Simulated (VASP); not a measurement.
The system is CuI.

```
Cu I
1.0
     0.00000    3.03945    3.03945
     3.03945    0.00000    3.03945
     3.03945    3.03945    0.00000
Cu I
1 1
Direct
  0.25000 0.25000 0.25000
  0.00000 0.00000 0.00000
```

| Property | Result |
| --- | --- |
| Program | VASP 6.6.1 |
| Task | relaxation of cell and atoms |
| Functional | PBEsol |
| Potentials or basis | VASP PAW PBE potentials, release 64 (Cu, I) |
| Cutoff | 600 eV |
| k mesh | 6 × 6 × 6 |
| Occupations | fermi-dirac, width 0.02 eV |
| Spin | no spin polarisation |

At the start: pressure -2.7 GPa; volume 28.08 Å³/atom.

Problem. Where does the relaxation end?

Solution. Over 3 steps the energy falls by 16.7 meV/atom and the volume is 26.28 Å³/atom (-6.4 %); space group F-43m (No. 216, to 0.1 Å) before and after.

The path:
| step | energy change (eV) | largest force (eV/Å) | pressure (GPa) | volume (Å³) |
| --- | --- | --- | --- | --- |
| 1 | 0.0000 | 0.0000 | -2.73 | 56.16 |
| 2 | -0.0332 | 0.0000 | 0.20 | 52.35 |
| 3 | -0.0333 | 0.0000 | -0.02 | 52.56 |

Final structure:
```yaml
crystal:
  lattice:
    - [0.00000, 2.97300, 2.97300]
    - [2.97300, 0.00000, 2.97300]
    - [2.97300, 2.97300, 0.00000]
  atoms:
    - { symbol: Cu, position: [0.25000, 0.25000, 0.25000] }
    - { symbol: I, position: [0.00000, 0.00000, 0.00000] }
```

Caveat: the PAW data sets were made with another functional, which shifts forces and pressure a little.
